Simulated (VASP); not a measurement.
Write the native input for VASP 6.6.1 that does the following.

* Task: single point
* Functional: PBE
* Potentials or basis: VASP PAW PBE potentials, release 64 (Al, O)
* Cutoff: 520 eV
* k mesh: 6 × 6 × 6
* Occupations: gaussian, width 0.02 eV
* Spin: no spin polarisation
* Dipole correction: no
* Further INCAR settings: ALGO = Normal; EDIFF = 1e-06; NBANDS = 35

The structure of Al2O3 (pbe) lies in POSCAR:

```
Al2O3
1.0
    2.4039939026      1.3879465268      4.3738239926
   -2.4039939026      1.3879465268      4.3738239926
    0.0000000000     -2.7758930536      4.3738239926
Al O
4 6
Direct
    0.3521266554      0.3521266554      0.3521266554
    0.1478733446      0.1478733446      0.1478733446
    0.6478733446      0.6478733446      0.6478733446
    0.8521266554      0.8521266554      0.8521266554
    0.5561568600      0.9438431400      0.2500000000
    0.2500000000      0.5561568600      0.9438431400
    0.9438431400      0.2500000000      0.5561568600
    0.4438431400      0.0561568600      0.7500000000
    0.7500000000      0.4438431400      0.0561568600
    0.0561568600      0.7500000000      0.4438431400
```

These files were run (other wordings do the same):

INCAR

```
SYSTEM = Al2O3
  ALGO = Normal
  EDIFF = 1E-6
  ENCUT = 520
  GGA = PE
  ISIF = 2
  ISMEAR = 0
  LASPH = .TRUE.
  LCHARG = .FALSE.
  LREAL = .FALSE.
  LWAVE = .FALSE.
  NBANDS = 35
  NELM = 100
  PREC = Accurate
  SIGMA = 0.02
```

KPOINTS

```
k-points
0
G
  6 6 6
  0 0 0
```

Potentials or basis: VASP PAW PBE potentials, release 64 (Al, O).

Launch:

```console
$ cat potpaw_PBE.64/Al/POTCAR potpaw_PBE.64/O/POTCAR > POTCAR
$ mpirun -np 1 vasp_std > vasp.out
```

It gave:

| Property | Result |
| --- | --- |
| Pressure | 0.0 GPa |
| Largest force | 0.008 eV/Å |
| Band gap on the k mesh | 5.85 eV, direct |

It took 80 s on 1 thread of Intel(R) Xeon(R) Platinum 8559C (Emerald Rapids), on a shared host, peak memory 0.26 GiB.
